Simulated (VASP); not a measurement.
Set up this calculation in VASP 6.6.1, as the native input.

```yaml
Task: single point
Functional: PBE
Potentials_or_basis: VASP PAW PBE potentials, release 64 (Ni_sv_GW, N)
Cutoff: 700 eV
k_mesh: 6 × 6 × 4
Occupations: gaussian, width 0.1 eV
Spin: no spin polarisation
Dipole_correction: no
Further_INCAR_settings: ALGO = Normal; EDIFF = 1e-06; NBANDS = 37
```

The structure of NiN2 lies in POSCAR:

```
NiN2
1.0
    3.3929869501      0.0000000000      0.0000000000
    0.0000000000      3.3929869501      0.0000000000
    0.0000000000      0.0000000000      4.3934224639
Ni N
2 4
Direct
    0.0000000000      0.0000000000      0.0000000000
    0.5000000000      0.5000000000      0.5000000000
    0.0000000000      0.5000000000      0.2500148503
    0.0000000000      0.5000000000      0.7500148503
    0.5000000000      0.0000000000      0.2499851497
    0.5000000000      0.0000000000      0.7499851497
```

One way to write it, as run:

INCAR

```
SYSTEM = NiN2
PREC = Accurate ; ENCUT = 700
EDIFF = 1E-6 ; ISMEAR = 0
SIGMA = 0.1 ; LREAL = .FALSE.
LASPH = .TRUE. ; NELM = 120
ALGO = Normal ; ISIF = 2
LWAVE = .FALSE. ; LCHARG = .TRUE.
GGA = PE ; LELF = .TRUE.
LVHAR = .TRUE. ; NBANDS = 37
GGA_COMPAT = .FALSE.
```

KPOINTS

```
regular mesh
0
G
  6 6 4
  0 0 0
```

Potentials or basis: VASP PAW PBE potentials, release 64 (Ni_sv_GW, N).

Run with:

```bash
$ cat potpaw_PBE.64/Ni_sv_GW/POTCAR potpaw_PBE.64/N/POTCAR > POTCAR
$ mpirun -np 1 vasp_std > vasp.out
```

Results of the run:

The pressure is -1.3 GPa. The band gap on the k mesh is zero (bands 28 and 29 overlap by 1.41 eV).

Caveat: the run has no spin polarisation, though such a crystal can be magnetic.

Run time: 95 s on 1 thread of Intel(R) Xeon(R) Platinum 8488C (Sapphire Rapids) (shared host), peak memory 0.23 GiB.
